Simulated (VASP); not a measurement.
# C (Fd-3m) in VASP: a series of runs

C is run at these levels: PBEsol; tasks: single point.

Program: VASP 6.6.1. These are calculated values, not measurements. Logs are shortened: lines on timing, memory, paths and dates and some standing lists are left out, and cuts for length are marked.

### 1 The cell of the first run

Symmetry: Fd-3m, No. 227, cubic system. The conventional cell has a = 3.418 Å, b = 3.418 Å, c = 3.418 Å, α = 90.00°, β = 90.00°, γ = 90.00°. Within 2.0 Å of C (site symmetry -43m) lie 4 C at 1.48 Å.

### 2 Single point, PBEsol

Input file INCAR:

```
SYSTEM = C
PREC     = Accurate       ! precision mode
ENCUT    = 520            ! plane-wave cutoff, eV
EDIFF    = 1E-6           ! SCF threshold, eV
ISMEAR   = 0              ! smearing method
SIGMA    = 0.01           ! smearing width, eV
LREAL    = .False.        ! projectors in reciprocal space
LASPH    = .True.         ! aspherical terms in the spheres
NELM     = 100            ! most SCF steps
ALGO     = Normal         ! electronic algorithm
ISIF     = 2              ! what is computed and relaxed
LWAVE    = .False.        ! write WAVECAR
LCHARG   = .False.        ! write CHGCAR
GGA      = PS             ! functional
NBANDS   = 11             ! bands
```

Input file KPOINTS:

```
Automatic mesh
0
Gamma
  10 10 10
  0 0 0
```

Input file POSCAR:

```
C
1.0
    0.0000000000      1.7089748861      1.7089748861
    1.7089748861      0.0000000000      1.7089748861
    1.7089748861      1.7089748861      0.0000000000
C
2
Direct
    0.0000000000      0.0000000000      0.0000000000
    0.2500000000      0.2500000000      0.2500000000
```

Potentials or basis: VASP PAW PBE potentials, release 64 (C).

Started as:

```console
> cat potpaw_PBE.64/C/POTCAR > POTCAR
> mpirun -np 1 vasp_std > vasp.out
```

OUTCAR:

```text
SYSTEM = C
   PREC = Accurate
   ENCUT = 520
   EDIFF = 1E-6
   ISMEAR = 0
   LREAL = .False.
   LASPH = .True.
   NELM = 100
   ISIF = 2
   GGA = PS

 ion  position               nearest neighbor table
   1  0.000  0.000  0.000-   2 1.48   2 1.48   2 1.48   2 1.48
   2  0.250  0.250  0.250-   1 1.48   1 1.48   1 1.48   1 1.48

  LATTYP: Found a face centered cubic cell.
 ALAT       =     3.4179497722

  Lattice vectors:

 A1 = (   0.0000000000,   1.7089748861,   1.7089748861)
 A2 = (   1.7089748861,   0.0000000000,   1.7089748861)
 A3 = (   1.7089748861,   1.7089748861,   0.0000000000)

Analysis of symmetry for initial positions (statically):
=====================================================================
 Subroutine PRICEL returns:
 Original cell was already a primitive cell.

 Routine SETGRP: Setting up the symmetry group for a
 face centered cubic supercell.

 Subroutine GETGRP returns: Found 48 space group operations
 (whereof 24 operations were pure point group operations)
 out of a pool of 48 trial point group operations.

The static configuration has the point symmetry T_d .
 The point group associated with its full space group is O_h .

Analysis of symmetry for dynamics (positions and initial velocities):
=====================================================================
 Subroutine PRICEL returns:
 Original cell was already a primitive cell.

 Routine SETGRP: Setting up the symmetry group for a
 face centered cubic supercell.

 Subroutine GETGRP returns: Found 48 space group operations
 (whereof 24 operations were pure point group operations)
 out of a pool of 48 trial point group operations.

The dynamic configuration has the point symmetry T_d .
 The point group associated with its full space group is O_h .

 Subroutine INISYM returns: Found 48 space group operations
 (whereof 24 operations are pure point group operations),
 and found     1 'primitive' translations

----------------------------------------------------------------------------------------

                                     Primitive cell

  volume of cell :       9.9824

  direct lattice vectors                    reciprocal lattice vectors
     0.000000000  1.708974886  1.708974886    -0.292573053  0.292573053  0.292573053
     1.708974886  0.000000000  1.708974886     0.292573053 -0.292573053  0.292573053
     1.708974886  1.708974886  0.000000000     0.292573053  0.292573053 -0.292573053

  length of vectors
     2.416855462  2.416855462  2.416855462     0.506751393  0.506751393  0.506751393

  position of ions in fractional coordinates (direct lattice)
     0.000000000  0.000000000  0.000000000
     0.250000000  0.250000000  0.250000000

  ion indices of the primitive-cell ions
   primitive index   ion index
                 1           1
                 2           2

----------------------------------------------------------------------------------------

 KPOINTS: Automatic mesh

Automatic generation of k-mesh.
 Grid dimensions read from file:
 generate k-points for:   10   10   10

 Generating k-lattice:

  Cartesian coordinates                     Fractional coordinates (reciprocal lattice)
    -0.029257305  0.029257305  0.029257305     0.100000000  0.000000000  0.000000000
     0.029257305 -0.029257305  0.029257305     0.000000000  0.100000000  0.000000000
     0.029257305  0.029257305 -0.029257305     0.000000000  0.000000000  0.100000000

  Length of vectors
     0.050675139  0.050675139  0.050675139

  Shift w.r.t. Gamma in fractional coordinates (k-lattice)
     0.000000000  0.000000000  0.000000000

 Subroutine IBZKPT returns following result:
 ===========================================

 Found     47 irreducible k-points:

 Following reciprocal coordinates:
            Coordinates               Weight
  0.000000  0.000000  0.000000      1.000000
  0.100000  0.000000  0.000000      8.000000
  0.200000  0.000000  0.000000      8.000000
  0.300000  0.000000  0.000000      8.000000
  0.400000  0.000000  0.000000      8.000000
  0.500000  0.000000  0.000000      4.000000
[... 16 lines left out ...]
  0.300000  0.300000  0.000000      6.000000
  0.400000  0.300000  0.000000     24.000000
 [... further k-points ...]
   k-points           NKPTS =     47   k-points in BZ     NKDIM =     47   number of bands    NBANDS=     11
   number of dos      NEDOS =    301   number of ions     NIONS =      2
   total plane-waves  NPLWV =   5832
   dimension x,y,z NGX =    18 NGY =   18 NGZ =   18
   dimension x,y,z NGXF=    36 NGYF=   36 NGZF=   36
   ions per type =               2
   NGX,Y,Z   is equivalent  to a cutoff of  12.38, 12.38, 12.38 a.u.
   NGXF,Y,Z  is equivalent  to a cutoff of  24.76, 24.76, 24.76 a.u.
 SYSTEM =  C
   PREC   = accura    normal or accurate (medium, high low for compatibility)
   ISTART =      0    job   : 0-new  1-cont  2-samecut
   ICHARG =      2    charge: 1-file 2-atom 10-const
   ISPIN  =      1    spin polarized calculation?
   LNONCOLLINEAR =      F non collinear calculations
   LSORBIT =      F    spin-orbit coupling
   LASPH  =      T    aspherical Exc in radial PAW
   ENCUT  =  520.0 eV  38.22 Ry    6.18 a.u.   4.49  4.49  4.49*2*pi/ulx,y,z
   NELM   =    100;   NELMIN=  2; NELMDL= -5     # of ELM steps
   EDIFF  = 0.1E-05   stopping-criterion for ELM
   LREAL  =      F    real-space projection
   EDIFFG = 0.1E-04   stopping-criterion for IOM
   NSW    =      0    number of steps for IOM
   IBRION =     -1    ionic relax: 0-MD 1-quasi-New 2-CG
   NFREE  =      0    steps in history (QN), initial steepest desc. (CG)
   ISIF   =      2    stress and relaxation
   ISYM   =      2    0-nonsym 1-usesym 2-fastsym
   POTIM  = 0.5000    time-step for ionic-motion
   TEBEG  =    0.0;   TEEND  =   0.0 temperature during run
   PSTRESS=    0.0 pullay stress
   NELECT =       8.0000    total number of electrons
   NUPDOWN=      -1.0000    fix difference up-down
   EMIN   =  10.00;   EMAX   =-10.00  energy-range for DOS
   EFERMI =   0.00;   METHOD = LEGACY
   ISMEAR =     0;   SIGMA  =   0.01  broadening in eV -4-tet -1-fermi 0-gaus
   EFERMI_NEDOS =   21; number of points for ismear=-14 and -15
   IALGO  =     38    algorithm
   IMIX   =      4    mixing-type and parameters
     AMIX     =   0.40;   BMIX     =  1.00
     AMIX_MAG =   1.60;   BMIX_MAG =  1.00
  volume/ion in A,a.u.               =       4.99        33.68
  Fermi-wavevector in a.u.,A,eV,Ry     =   1.520638  2.873589 31.461291  2.312340
  Thomas-Fermi vector in A             =   2.629461
   LORBIT       =      0    0 simple, 1 ext, 2 COOP (PROOUT), +10 PAW based schemes
   GGA     = PS    functional components
   LHFCALC =     F    Hartree Fock is set to
   AEXX    =    0.0000 exact exchange contribution
   IVDW    =     0    specifies the selected vdW correction
   LEPSILON=     F    determine dielectric tensor
   LRPA    =     F    only Hartree local field effects (RPA)
 non-spin polarized calculation
 Gauss-broadening in eV      SIGMA  =   0.01
  energy-cutoff  :      520.00
  volume of cell :        9.98
 maximum number of plane-waves:       283
 NGX is ok and might be reduce to    18
   NGX =  9   NGY =  9   NGZ =  9

 number of electron       7.9999997 magnetization

 Free energy of the ion-electron system (eV)
  ---------------------------------------------------
  ext. energy  EPLUGINS =         0.00000000
  ---------------------------------------------------
  free energy    TOTEN  =       -19.00726760 eV

  energy without entropy =      -19.00726760  energy(sigma->0) =      -19.00726760

 E-fermi :  11.8526     XC(G=0): -14.0733

 val. band max:       11.6477502085   @ k =   0.0000   0.0000   0.0000
 cond. band min:      15.9683880732   @ k =   0.4000   0.4000   0.0000
 fundamental gap:      4.3206378647
 Fermi energy:        11.8526149796

 k-point     1 :       0.0000    0.0000    0.0000
  band No.  band energies     occupation
      1     -11.6704      2.00000
      2      11.6477      2.00000
      3      11.6477      2.00000
      4      11.6478      2.00000
      5      17.5405      0.00000
      6      17.5405      0.00000
      7      17.5405      0.00000
      8      28.0437      0.00000
      9      32.3471      0.00000
     10      39.5865      0.00000
     11      39.5865      0.00000

 k-point     2 :       0.1000    0.0000    0.0000
  band No.  band energies     occupation
      1     -11.3681      2.00000
      2       9.7766      2.00000
      3      11.1299      2.00000
      4      11.1299      2.00000
      5      18.2187      0.00000
      6      18.2187      0.00000
      7      18.7120      0.00000
      8      28.0972      0.00000
      9      32.8157      0.00000
     10      36.6627      0.00000
     11      36.6627      0.00000

 k-point     3 :       0.2000    0.0000    0.0000
  band No.  band energies     occupation
      1     -10.4658      2.00000
      2       6.2546      2.00000
      3      10.1345      2.00000
      4      10.1345      2.00000
      5      19.4863      0.00000
      6      19.4863      0.00000
      7      20.3408      0.00000
      8      28.2238      0.00000
      9      33.6384      0.00000
     10      35.0118      0.00000
     11      35.0118      0.00000

 k-point     4 :       0.3000    0.0000    0.0000
  band No.  band energies     occupation
      1      -8.9784      2.00000
      2       2.5319      2.00000
      3       9.2505      2.00000
      4       9.2505      2.00000
      5      20.3346      0.00000
      6      20.3346      0.00000
      7      21.4629      0.00000
      8      28.3149      0.00000
      9      34.1508      0.00000
     10      35.4222      0.00000
     11      35.4222      0.00000

 k-point     5 :       0.4000    0.0000    0.0000
  band No.  band energies     occupation
      1      -6.9538      2.00000
      2      -0.9339      2.00000
      3       8.6834      2.00000
      4       8.6834      2.00000
      5      20.5600      0.00000
      6      20.5600      0.00000
      7      22.0894      0.00000
      8      28.2894      0.00000
      9      34.7804      0.00000
     10      37.5801      0.00000
     11      37.5801      0.00000
[... 211 lines left out ...]
 k-point    21 :      -0.3000    0.2000    0.0000
  band No.  band energies     occupation
      1      -6.6618      2.00000
      2       1.0336      2.00000
      3       4.3177      2.00000
      4       8.2541      2.00000
      5      20.1325      0.00000
      6      22.2920      0.00000
      7      24.8298      0.00000
      8      27.8685      0.00000
      9      32.7666      0.00000
     10      33.6122      0.00000
     11      38.7586      0.00000

 k-point    22 :      -0.2000    0.2000    0.0000
  band No.  band energies     occupation
      1      -8.4879      2.00000
      2       4.0964      2.00000
      3       4.8544      2.00000
      4       9.4048      2.00000
      5      20.7997      0.00000
      6      20.9830      0.00000
      7      23.2179      0.00000
      8      27.1202      0.00000
      9      32.3081      0.00000
     10      34.0930      0.00000
     11      37.8850      0.00000

 k-point    23 :       0.3000    0.3000    0.0000
  band No.  band energies     occupation
      1      -8.0901      2.00000
      2       5.2906      2.00000
      3       6.0752      2.00000
      4       6.0752      2.00000
      5      16.0911      0.00000
      6      20.6443      0.00000
      7      26.1292      0.00000
      8      26.1292      0.00000
      9      35.2037      0.00000
     10      36.2801      0.00000
     11      44.1772      0.00000

 k-point    24 :       0.4000    0.3000    0.0000
  band No.  band energies     occupation
      1      -6.6376      2.00000
      2       3.0881      2.00000
      3       4.8719      2.00000
      4       5.5504      2.00000
      5      16.6736      0.00000
      6      19.9406      0.00000
      7      27.2322      0.00000
      8      27.4359      0.00000
      9      35.9400      0.00000
     10      36.5055      0.00000
     11      44.3313      0.00000

 [... further k-points ...]
[... 5 lines left out ...]
  --------------------------------------------------------------------------------------
  -------------------------------------------------------------------------------------
  Total        4.1609428      4.1609428      4.1609428      0.0000000     -0.0000000     -0.0000000
  in kB      667.8290217    667.8290217    667.8290217      0.0000000     -0.0000000     -0.0000000
  external PRESSURE =     667.8290217 kB  Pullay stress =       0.0000000 kB

 VOLUME and BASIS-vectors are now :
 -----------------------------------------------------------------------------
  energy-cutoff  :      520.00
  volume of cell :        9.98
      direct lattice vectors                 reciprocal lattice vectors
     0.000000000  1.708974886  1.708974886    -0.292573053  0.292573053  0.292573053
     1.708974886  0.000000000  1.708974886     0.292573053 -0.292573053  0.292573053
     1.708974886  1.708974886  0.000000000     0.292573053  0.292573053 -0.292573053

 POSITION                                       TOTAL-FORCE (eV/Angst)
 -----------------------------------------------------------------------------------
      0.00000      0.00000      0.00000         0.000000      0.000000      0.000000
      0.85449      0.85449      0.85449        -0.000000     -0.000000     -0.000000
 -----------------------------------------------------------------------------------
    total drift:                                0.000000      0.000000     -0.000000

  FREE ENERGIE OF THE ION-ELECTRON SYSTEM (eV)
  ---------------------------------------------------
  free  energy   TOTEN  =       -19.0072675976 eV

  energy  without entropy=      -19.0072675976  energy(sigma->0) =      -19.00726760
```

Run time: 4.3 s. Hardware: 1 thread of AMD EPYC 7R13 (Zen 3), shared host; peak memory 0.08 GiB.

What came out:

| Property | Result |
| --- | --- |
| Free energy | -19.0073 eV |
| Pressure | 66.8 GPa |
| Band gap on the k mesh | 4.32 eV, indirect (least direct gap 5.89 eV) |

Levels at points of the mesh, in eV from the valence-band top:
```
           k point  band 1  band 2  band 3  band 4  band 5  band 6  band 7  band 8  band 9
(0.00, 0.00, 0.00)  -23.32    0.00    0.00    0.00    5.89    5.89    5.89   16.40   20.70
(0.50, 0.00, 0.00)  -16.71  -14.97   -3.16   -3.16    8.91    8.91   10.64   16.60   23.63
(0.50, 0.50, 0.00)  -13.74  -13.74   -7.15   -7.15    4.86    4.86   18.83   18.83   25.63
```

Caveat: the PAW data sets were made with another functional, which shifts forces and pressure a little.

### 3 Single point, PBEsol

This run uses another cell than the first one, of 5.22 Å³/atom, 1.045 times its volume.

Input file INCAR:

```
ALGO = Normal ; EDIFF = 1E-7
ENCUT = 520 ; GGA = PS
ISIF = 2 ; ISMEAR = 0
LASPH = True ; LCHARG = False
LREAL = False ; LWAVE = False
NBANDS = 11 ; NELM = 60
PREC = Accurate ; SIGMA = 0.01
```

Input file KPOINTS:

```
k-points
0
Gamma
  10 10 10
```

Input file POSCAR:

```
C
1.0
    0.0000000000      1.7344857350      1.7344857350
    1.7344857350      0.0000000000      1.7344857350
    1.7344857350      1.7344857350      0.0000000000
C
2
Direct
    0.0000000000      0.0000000000      0.0000000000
    0.2500000000      0.2500000000      0.2500000000
```

Potentials or basis: VASP PAW PBE potentials, release 64 (C).

Started as:

```console
> cat potpaw_PBE.64/C/POTCAR > POTCAR
> mpirun -np 1 vasp_std > vasp.out
```

Wall time 4.7 s (1 thread of AMD EPYC 7R13 (Zen 3), shared host); peak memory 0.08 GiB.

The run converged. Its results:

```yaml
Free_energy: -19.1560 eV
Pressure: 38.7 GPa
Band_gap_on_the_k_mesh: 4.22 eV, indirect (least direct gap 5.77 eV)
```

Levels at points of the mesh, in eV from the valence-band top:
| k point | band 1 | band 2 | band 3 | band 4 | band 5 | band 6 | band 7 | band 8 | band 9 |
| --- | --- | --- | --- | --- | --- | --- | --- | --- | --- |
| (0.00, 0.00, 0.00) | -22.68 | 0.00 | 0.00 | 0.00 | 5.77 | 5.77 | 5.77 | 15.32 | 20.07 |
| (0.50, 0.00, 0.00) | -16.35 | -14.43 | -3.03 | -3.03 | 8.73 | 8.73 | 10.00 | 16.22 | 22.91 |
| (0.50, 0.50, 0.00) | -13.39 | -13.39 | -6.86 | -6.86 | 4.77 | 4.77 | 18.09 | 18.09 | 24.71 |

Caveat: the PAW data sets were made with another functional, which shifts forces and pressure a little.

[end of part 1 of 2]
